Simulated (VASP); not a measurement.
# KBr (Pm-3m) in VASP: a series of runs, part 2 of 3

VASP 6.6.1. The steps go on from the part before.

## (3) Electric field gradients, LDA (volume scaled by 0.9405)

The input, INCAR:

```
SYSTEM = KBr
ALGO = Normal
EDIFF = 1E-8
ENCUT = 520
ISIF = 2
ISMEAR = -1
LASPH = .True.
LCHARG = .False.
LEFG = .True.
LREAL = .False.
LWAVE = .False.
NBANDS = 15
NELM = 60
PREC = Accurate
SIGMA = 0.01
```

The input, KPOINTS:

```
k-points
0
Gamma
  6 6 6
  0 0 0
```

The input, POSCAR:

```
KBr
1.0
    3.9616576236      0.0000000000      0.0000000000
    0.0000000000      3.9616576236      0.0000000000
    0.0000000000      0.0000000000      3.9616576236
K Br
1 1
Direct
    0.0000000000      0.0000000000      0.0000000000
    0.5000000000      0.5000000000      0.5000000000
```

Potentials or basis: VASP PAW LDA potentials, release 64 (K_sv, Br).

Started as:

```bash
> cat potpaw_LDA.64/K_sv/POTCAR potpaw_LDA.64/Br/POTCAR > POTCAR
> mpirun -np 1 vasp_std > vasp.out
```

OUTCAR:

```text
SYSTEM = KBr
   EDIFF = 1E-8
   ENCUT = 520
   ISIF = 2
   ISMEAR = -1
   LASPH = .True.
   LREAL = .False.
   NELM = 60
   PREC = Accurate

 ion  position               nearest neighbor table
   1  0.000  0.000  0.000-
   2  0.500  0.500  0.500-

  LATTYP: Found a simple cubic cell.
 ALAT       =     3.9616576236

  Lattice vectors:

 A1 = (   3.9616576236,   0.0000000000,   0.0000000000)
 A2 = (   0.0000000000,   3.9616576236,   0.0000000000)
 A3 = (   0.0000000000,   0.0000000000,   3.9616576236)

Analysis of symmetry for initial positions (statically):
=====================================================================
 Subroutine PRICEL returns:
 Original cell was already a primitive cell.

 Routine SETGRP: Setting up the symmetry group for a
 simple cubic supercell.

 Subroutine GETGRP returns: Found 48 space group operations
 (whereof 48 operations were pure point group operations)
 out of a pool of 48 trial point group operations.

The static configuration has the point symmetry O_h .

Analysis of symmetry for dynamics (positions and initial velocities):
=====================================================================
 Subroutine PRICEL returns:
 Original cell was already a primitive cell.

 Routine SETGRP: Setting up the symmetry group for a
 simple cubic supercell.

 Subroutine GETGRP returns: Found 48 space group operations
 (whereof 48 operations were pure point group operations)
 out of a pool of 48 trial point group operations.

The dynamic configuration has the point symmetry O_h .

 Subroutine INISYM returns: Found 48 space group operations
 (whereof 48 operations are pure point group operations),
 and found     1 'primitive' translations

----------------------------------------------------------------------------------------

                                     Primitive cell

  volume of cell :      62.1772

  direct lattice vectors                    reciprocal lattice vectors
     3.961657624  0.000000000  0.000000000     0.252419592  0.000000000  0.000000000
     0.000000000  3.961657624  0.000000000     0.000000000  0.252419592  0.000000000
     0.000000000  0.000000000  3.961657624     0.000000000  0.000000000  0.252419592

  length of vectors
     3.961657624  3.961657624  3.961657624     0.252419592  0.252419592  0.252419592

  position of ions in fractional coordinates (direct lattice)
     0.000000000  0.000000000  0.000000000
     0.500000000  0.500000000  0.500000000

  ion indices of the primitive-cell ions
   primitive index   ion index
                 1           1
                 2           2

----------------------------------------------------------------------------------------

 KPOINTS: k-points

Automatic generation of k-mesh.
 Grid dimensions read from file:
 generate k-points for:    6    6    6

 Generating k-lattice:

  Cartesian coordinates                     Fractional coordinates (reciprocal lattice)
     0.042069932  0.000000000  0.000000000     0.166666667  0.000000000  0.000000000
     0.000000000  0.042069932  0.000000000     0.000000000  0.166666667  0.000000000
[... 73 lines left out ...]
     AMIX_MAG =   1.60;   BMIX_MAG =  1.00
  volume/ion in A,a.u.               =      31.09       209.80
  Fermi-wavevector in a.u.,A,eV,Ry     =   1.041289  1.967751 14.752559  1.084282
  Thomas-Fermi vector in A             =   2.175903
   LORBIT       =      0    0 simple, 1 ext, 2 COOP (PROOUT), +10 PAW based schemes
   GGA     = CA    functional components
   LHFCALC =     F    Hartree Fock is set to
   AEXX    =    0.0000 exact exchange contribution
   IVDW    =     0    specifies the selected vdW correction
   LEPSILON=     F    determine dielectric tensor
   LRPA    =     F    only Hartree local field effects (RPA)
 non-spin polarized calculation
  energy-cutoff  :      520.00
  volume of cell :       62.18
 maximum number of plane-waves:      1743
 NGX is ok and might be reduce to    30
   NGX = 15   NGY = 15   NGZ = 15

 number of electron      15.9999996 magnetization

 Free energy of the ion-electron system (eV)
  ---------------------------------------------------
  ext. energy  EPLUGINS =         0.00000000
  ---------------------------------------------------
  free energy    TOTEN  =        -6.73971699 eV

  energy without entropy =       -6.73971699  energy(sigma->0) =       -6.73971699

 E-fermi :  -0.2845     XC(G=0):  -8.5745

 val. band max:       -0.6072127647   @ k =   0.5000   0.5000   0.0000
 cond. band min:       3.0623126786   @ k =   0.0000   0.0000   0.0000
 fundamental gap:      3.6695254433
 Fermi energy:        -0.2844804406

 k-point     1 :       0.0000    0.0000    0.0000
  band No.  band energies     occupation
      1     -28.8038      2.00000
      2     -13.5472      2.00000
      3     -12.4572      2.00000
      4     -12.4572      2.00000
      5     -12.4572      2.00000
      6      -0.8968      2.00000
      7      -0.8968      2.00000
      8      -0.8968      2.00000
      9       3.0623      0.00000
     10       4.8879      0.00000
     11       4.8879      0.00000
     12       9.0282      0.00000
     13       9.0282      0.00000
     14       9.0282      0.00000
[... 329 lines left out ...]
      2     -13.1071      2.00000
      3     -12.5991      2.00000
      4     -12.5991      2.00000
      5     -12.5991      2.00000
      6      -2.2370      2.00000
      7      -2.2370      2.00000
      8      -2.2370      2.00000
      9       6.6331      0.00000
     10       6.6331      0.00000
     11       6.6331      0.00000
     12       8.8448      0.00000
     13       8.8448      0.00000
     14       8.8448      0.00000
     15      10.6886      0.00000

------------------------ aborting loop because EDIFF is reached ----------------------------------------

  FORCE on cell =-STRESS in cart. coord.  units (eV):
  Direction    XX          YY          ZZ          XY          YZ          ZX
  --------------------------------------------------------------------------------------
  -------------------------------------------------------------------------------------
  Total       -0.7260557     -0.7260557     -0.7260557      0.0000000      0.0000000      0.0000000
  in kB      -18.7089624    -18.7089624    -18.7089624      0.0000000      0.0000000      0.0000000
  external PRESSURE =     -18.7089624 kB  Pullay stress =       0.0000000 kB

 VOLUME and BASIS-vectors are now :
 -----------------------------------------------------------------------------
  energy-cutoff  :      520.00
  volume of cell :       62.18
      direct lattice vectors                 reciprocal lattice vectors
     3.961657624  0.000000000  0.000000000     0.252419592  0.000000000  0.000000000
     0.000000000  3.961657624  0.000000000     0.000000000  0.252419592  0.000000000
     0.000000000  0.000000000  3.961657624     0.000000000  0.000000000  0.252419592

 POSITION                                       TOTAL-FORCE (eV/Angst)
 -----------------------------------------------------------------------------------
      0.00000      0.00000      0.00000         0.000000      0.000000      0.000000
      1.98083      1.98083      1.98083         0.000000      0.000000      0.000000
 -----------------------------------------------------------------------------------
    total drift:                                0.000000      0.000000     -0.000000

  FREE ENERGIE OF THE ION-ELECTRON SYSTEM (eV)
  ---------------------------------------------------
  free  energy   TOTEN  =        -6.7397169897 eV

  energy  without entropy=       -6.7397169897  energy(sigma->0) =       -6.73971699

 Electric field gradients (V/A^2)
---------------------------------------------------------------------
 ion       V_xx      V_yy      V_zz      V_xy      V_xz      V_yz
---------------------------------------------------------------------
   1       0.000     0.000     0.000     0.000     0.000     0.000
   2      -0.000    -0.000    -0.000    -0.000     0.000    -0.000
---------------------------------------------------------------------

 Electric field gradients after diagonalization (V/A^2)
 (convention: |V_zz| > |V_xx| > |V_yy|)
----------------------------------------------------------------------
 ion       V_xx      V_yy      V_zz     asymmetry (V_yy - V_xx)/ V_zz
----------------------------------------------------------------------
   1       0.000     0.000     0.000      -0.045
   2      -0.000    -0.000    -0.000      -0.096
----------------------------------------------------------------------

           NMR quadrupolar parameters

 Cq : quadrupolar parameter    Cq=e*Q*V_zz/h
 eta: asymmetry parameters     (V_yy - V_xx)/ V_zz
 Q  : nuclear electric quadrupole moment in mb (millibarn)
----------------------------------------------------------------------
 ion       Cq(MHz)       eta       Q (mb)
----------------------------------------------------------------------
   1       0.000      -0.045       1.000
   2      -0.000      -0.096       1.000
----------------------------------------------------------------------
```

OSZICAR:

```text
N       E                     dE             d eps       ncg     rms          rms(c)
DAV:   1     0.102640725890E+03    0.10264E+03   -0.69114E+03   600   0.952E+02
DAV:   2    -0.723366426510E+00   -0.10336E+03   -0.95766E+02   796   0.248E+02
DAV:   3    -0.670985233762E+01   -0.59865E+01   -0.59575E+01   810   0.499E+01
DAV:   4    -0.693167688523E+01   -0.22182E+00   -0.22178E+00   900   0.897E+00
DAV:   5    -0.693434940271E+01   -0.26725E-02   -0.26725E-02   818   0.100E+00    0.298E+00
DAV:   6    -0.677416091589E+01    0.16019E+00   -0.12242E-01   740   0.222E+00    0.227E+00
DAV:   7    -0.674154698788E+01    0.32614E-01   -0.60992E-02   747   0.166E+00    0.112E+00
DAV:   8    -0.673980595425E+01    0.17410E-02   -0.12137E-02   853   0.803E-01    0.155E-01
DAV:   9    -0.673969852233E+01    0.10743E-03   -0.43183E-04   811   0.141E-01    0.604E-02
DAV:  10    -0.673971936642E+01   -0.20844E-04   -0.75057E-05   778   0.658E-02    0.194E-02
DAV:  11    -0.673971731890E+01    0.20475E-05   -0.37697E-06   791   0.115E-02    0.871E-03
DAV:  12    -0.673971698115E+01    0.33776E-06   -0.27019E-06   761   0.100E-02    0.187E-03
DAV:  13    -0.673971699728E+01   -0.16130E-07   -0.60422E-08   755   0.226E-03    0.133E-03
DAV:  14    -0.673971698967E+01    0.76020E-08   -0.28149E-08   761   0.991E-04
   1 F= -.67397170E+01 E0= -.67397170E+01  d E =-.882717E-16
```

stdout:

```text
POSCAR found type information on POSCAR K Br
 POSCAR found :  2 types and       2 ions
 scaLAPACK will be used
 LDA part: xc-table for (Slater(with rela. corr.)+CA(PZ))
 , standard interpolation
 POSCAR, INCAR and KPOINTS ok, starting setup
 FFT: planning ... GRIDC
 FFT: planning ... GRID_SOFT
 FFT: planning ... GRID
 WAVECAR not read
 entering main loop
ion   1

ion   2
```

Wall time 14 s (1 thread of Intel Xeon Platinum 8375C at 2.90GHz (Ice Lake), shared host); peak memory 0.15 GiB.

What came out:

| Quantity | Value |
| --- | --- |
| Free energy | -6.7397 eV |
| Pressure | -1.9 GPa |
| Band gap on the k mesh | 3.67 eV, indirect (least direct gap 3.96 eV) |

Levels at points of the mesh, in eV from the valence-band top:
| k point | band 5 | band 6 | band 7 | band 8 | band 9 | band 10 | band 11 | band 12 |
| --- | --- | --- | --- | --- | --- | --- | --- | --- |
| (0.00, 0.00, 0.00) | -11.85 | -0.29 | -0.29 | -0.29 | 3.67 | 5.50 | 5.50 | 9.64 |
| (0.50, 0.00, 0.00) | -11.68 | -2.22 | -0.28 | -0.28 | 6.38 | 6.89 | 7.69 | 8.72 |
| (0.50, 0.50, 0.00) | -11.80 | -1.55 | -1.55 | 0.00 | 4.91 | 6.28 | 7.88 | 7.88 |
| (0.50, 0.50, 0.50) | -11.99 | -1.63 | -1.63 | -1.63 | 7.24 | 7.24 | 7.24 | 9.45 |

Caveat: without QUAD_EFG the Cq values of the log hold for a quadrupole moment of 1 mb, not for the nuclei.

[end of part 2 of 3]
